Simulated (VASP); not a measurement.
## SnO2: single point with PBE+D3(BJ)

Crystal: SnO2.

```
Sn O
1.0
     3.21157    0.00000    0.00000
    -1.60579    2.78130    0.00000
     0.00000    0.00000   11.69973
Sn O
2 4
Direct
  0.00000 0.00000 0.50000
  0.00000 0.00000 0.00000
  0.66667 0.33333 0.40187
  0.66667 0.33333 0.09813
  0.33333 0.66667 0.59813
  0.33333 0.66667 0.90187
```

This cell differs from its parent crystal: strain +0.1312 x Voigt [0, 0, 1, 0, 0, 0].

```
Program                : VASP 6.6.1
Task                   : single point
Functional             : PBE
Dispersion             : D3(BJ)
Potentials or basis    : VASP PAW PBE potentials, release 64 (Sn_d, O)
Cutoff                 : 520 eV
k mesh                 : 12 × 12 × 4
Occupations            : gaussian, width 0.05 eV
Spin                   : no spin polarisation
Dipole correction      : no
Further INCAR settings : ALGO = Normal; EDIFF = 1e-06; NBANDS = 35
```

* Pressure: -7.7 GPa
* Largest force: 1.552 eV/Å
* Band gap on the k mesh: 2.18 eV (least direct gap 2.44 eV)
* Dispersion energy per atom: -0.145 eV

Forces in eV/Å, atoms in the order of the input:
```
Sn   0.000  0.000  0.000
Sn   0.000  0.000  0.000
O    0.000  0.000  1.552
O    0.000  0.000 -1.552
O    0.000  0.000 -1.552
O    0.000  0.000  1.552
```

Stress tensor (GPa, compression positive):
```
 -5.53   0.00   0.00
  0.00  -5.53   0.00
  0.00   0.00 -12.02
```

Levels at points of the mesh, in eV from the valence-band top:
| k point | band 23 | band 24 | band 25 | band 26 | band 27 | band 28 | band 29 | band 30 |
| --- | --- | --- | --- | --- | --- | --- | --- | --- |
| (0.00, 0.00, 0.00) | -0.46 | -0.45 | -0.45 | -0.27 | 2.18 | 2.70 | 5.42 | 5.66 |
| (0.50, 0.00, 0.00) | -0.37 | -0.35 | -0.29 | -0.05 | 4.62 | 4.72 | 6.58 | 6.91 |
| (0.00, 0.00, 0.50) | -0.45 | -0.45 | -0.45 | -0.45 | 2.44 | 2.44 | 5.54 | 5.54 |
| (0.50, 0.00, 0.50) | -0.36 | -0.36 | -0.17 | -0.17 | 4.67 | 4.67 | 6.74 | 6.74 |

It took 110 s on 1 thread of AMD EPYC 9R45 96-Core Processor (Zen 5), on a shared host, peak memory 0.3 GiB.

Caveat: the cell differs from its parent crystal (strain +0.1312 x Voigt [0, 0, 1, 0, 0, 0]); the stress differs along the axes, from -12 to -6 GPa; spin-orbit coupling is left out, which moves the levels of the heavy elements; forces of over 1 eV/Å act on the atoms, so gaps and moduli don't describe the material at rest. A k mesh can miss the band edges.
